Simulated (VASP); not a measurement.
# HfB (Fm-3m) in VASP: notebook, part 2 of 2

VASP 6.6.1. Earlier steps stand in the parts before.

### Step 4. Single point, HSE06

This run uses another cell than the first one, of 13.07 Å³/atom.

The input, POSCAR:

```
HfB
1.0
    0.0000000000      2.3553056198      2.3553056198
    2.3553056198      0.0000000000      2.3553056198
    2.3553056198      2.3553056198      0.0000000000
Hf B
1 1
Direct
    0.5000000000      0.5000000000      0.5000000000
    0.0000000000      0.0000000000      0.0000000000
```

The input, INCAR.step1:

```
SYSTEM = HfB
PREC     = Accurate       ! precision mode
ENCUT    = 520            ! plane-wave cutoff, eV
EDIFF    = 1E-5           ! SCF threshold, eV
ISMEAR   = -1             ! smearing method
SIGMA    = 0.05           ! smearing width, eV
LREAL    = .FALSE.        ! projectors in reciprocal space
LASPH    = .TRUE.         ! aspherical terms in the spheres
NELM     = 60             ! most SCF steps
ALGO     = Normal         ! electronic algorithm
ISIF     = 2              ! what is computed and relaxed
LWAVE    = .TRUE.         ! write WAVECAR
LCHARG   = .FALSE.        ! write CHGCAR
NBANDS   = 14             ! bands
GGA      = PE             ! functional
```

The input, INCAR.step2:

```
SYSTEM = HfB
PREC     = Accurate       ! precision mode
ENCUT    = 520            ! plane-wave cutoff, eV
EDIFF    = 1E-6           ! SCF threshold, eV
ISMEAR   = -1             ! smearing method
SIGMA    = 0.05           ! smearing width, eV
LREAL    = .FALSE.        ! projectors in reciprocal space
LASPH    = .TRUE.         ! aspherical terms in the spheres
NELM     = 60             ! most SCF steps
ALGO     = Normal         ! electronic algorithm
ISIF     = 2              ! what is computed and relaxed
LWAVE    = .FALSE.        ! write WAVECAR
LCHARG   = .FALSE.        ! write CHGCAR
GGA      = PE             ! functional
LHFCALC  = .TRUE.         ! exact exchange
HFSCREEN = 0.2079         ! screening, 1/A
PRECFOCK = Normal       
NBANDS   = 14             ! bands
ISTART   = 1
```

The input, KPOINTS:

```
regular mesh
0
G
  6 6 6
  0 0 0
```

Potentials or basis: VASP PAW PBE potentials, release 64 (Hf_pv, B).

Run with:

```
$ cat potpaw_PBE.64/Hf_pv/POTCAR potpaw_PBE.64/B/POTCAR > POTCAR
$ cp INCAR.step1 INCAR
$ mpirun -np 1 vasp_std > vasp.out
$ cp INCAR.step2 INCAR
$ mpirun -np 1 vasp_std > vasp.out
```

OUTCAR:

```text
SYSTEM = HfB
   PREC = Accurate
   ENCUT = 520
   EDIFF = 1E-6
   ISMEAR = -1
   LREAL = .FALSE.
   LASPH = .TRUE.
   NELM = 60
   ISIF = 2
   GGA = PE
   LHFCALC = .TRUE.
   HFSCREEN = 0.2079
   PRECFOCK = Normal
   ISTART = 1

 ion  position               nearest neighbor table
   1  0.500  0.500  0.500-   2 2.36   2 2.36   2 2.36   2 2.36   2 2.36   2 2.36
   2  0.000  0.000  0.000-   1 2.36   1 2.36   1 2.36   1 2.36   1 2.36   1 2.36

  LATTYP: Found a face centered cubic cell.
 ALAT       =     4.7106112396

  Lattice vectors:

 A1 = (   0.0000000000,   2.3553056198,   2.3553056198)
 A2 = (   2.3553056198,   0.0000000000,   2.3553056198)
 A3 = (   2.3553056198,   2.3553056198,   0.0000000000)

Analysis of symmetry for initial positions (statically):
=====================================================================
 Subroutine PRICEL returns:
 Original cell was already a primitive cell.

 Routine SETGRP: Setting up the symmetry group for a
 face centered cubic supercell.

 Subroutine GETGRP returns: Found 48 space group operations
[... 176 lines left out ...]
      4      -6.2565      2.00000
      5       7.2994      0.00000
      6       7.2994      0.00000
      7       7.2994      0.00000
      8       8.9215      0.00000
      9       8.9215      0.00000
     10       8.9215      0.00000
     11       9.1117      0.00000
     12       9.1117      0.00000
     13      16.8048      0.00000
     14      17.8095      0.00000
[... 241 lines left out ...]
      1     -26.7385      2.00000
      2     -26.5461      2.00000
      3     -26.4514      2.00000
      4      -2.3910      2.00000
      5       2.8200      2.00000
      6       2.9938      2.00000
      7       3.9319      1.99884
      8       8.9481      0.00000
      9      11.9958      0.00000
     10      12.6786      0.00000
     11      13.0093      0.00000
     12      15.6179      0.00000
     13      20.1051      0.00000
     14      20.8973      0.00000

------------------------ aborting loop because EDIFF is reached ----------------------------------------

  FORCE on cell =-STRESS in cart. coord.  units (eV):
  Direction    XX          YY          ZZ          XY          YZ          ZX
  --------------------------------------------------------------------------------------
  -------------------------------------------------------------------------------------
  Total        2.2050333      2.2050333      2.2050333      0.0000000      0.0000000      0.0000000
  in kB      135.1929148    135.1929148    135.1929148      0.0000000      0.0000000      0.0000000
  external PRESSURE =     135.1929148 kB  Pullay stress =       0.0000000 kB

 VOLUME and BASIS-vectors are now :
 -----------------------------------------------------------------------------
  energy-cutoff  :      520.00
  volume of cell :       26.13
      direct lattice vectors                 reciprocal lattice vectors
     0.000000000  2.355305620  2.355305620    -0.212286676  0.212286676  0.212286676
     2.355305620  0.000000000  2.355305620     0.212286676 -0.212286676  0.212286676
     2.355305620  2.355305620  0.000000000     0.212286676  0.212286676 -0.212286676

 POSITION                                       TOTAL-FORCE (eV/Angst)
 -----------------------------------------------------------------------------------
      2.35531      2.35531      2.35531         0.000000      0.000000      0.000000
      0.00000      0.00000      0.00000         0.000000     -0.000000     -0.000000
 -----------------------------------------------------------------------------------
    total drift:                                0.000000      0.000000      0.000000

  FREE ENERGIE OF THE ION-ELECTRON SYSTEM (eV)
  ---------------------------------------------------
  free  energy   TOTEN  =       -19.4813285319 eV

  energy  without entropy=      -19.4675594516  energy(sigma->0) =      -19.47444399
```

It took 35 min on 1 thread of Intel Xeon 8259CL, shared host; peak memory 0.27 GiB.

What came out:

```yaml
Free_energy: -19.4813 eV
Pressure: 13.5 GPa
Band_gap_on_the_k_mesh: zero (an odd number of electrons rules out a gap without spin polarisation)
```

Levels at points of the mesh, in eV from the Fermi level:
```csv
k point,band 4,band 5,band 6,band 7,band 8,band 9,band 10,band 11
"(0.00, 0.00, 0.00)",-10.56,3.00,3.00,3.00,4.62,4.62,4.62,4.81
"(0.50, 0.00, 0.00)",-5.31,-4.94,-1.26,-1.26,7.36,7.36,8.38,9.03
"(0.50, 0.50, 0.00)",-7.44,-1.35,-0.74,2.69,2.69,6.83,8.69,8.69
```

Caveat: the k points lie up to 0.39 Å⁻¹ apart, too coarse for converged energies and pressures of a metal; the PAW data sets were made with another functional, which shifts forces and pressure a little; spin-orbit coupling is left out, which moves the levels of the heavy elements.

### Step 5. Summary

| level | cell | screening parameter | gap on the mesh (eV) | pressure (GPa) |
| --- | --- | --- | --- | --- |
| HSE06 | a = 3.245 Å, angles 60.0°, 2 atoms | 0.2079 1/Å | none | 34.1 |
| PBE0 | a = 3.245 Å, angles 60.0°, 2 atoms | - | none | 33.6 |
| HSE06 | a = 3.331 Å, angles 60.0°, 2 atoms | 0.2079 1/Å | none | 13.5 |

Alike in all rows: task single point; potentials or basis VASP PAW PBE potentials, release 64 (Hf_pv, B); no spin polarisation; k mesh 6 × 6 × 6; cutoff (eV) 520; smearing fermi-dirac 0.05 eV.

Caveats: all runs use coarse meshes; the PAW data sets were made with another functional, which shifts forces and pressure a little; spin-orbit coupling is left out, which moves the levels of the heavy elements.

Total energies depend on the potentials used, so only differences within one code and one set of settings carry meaning.
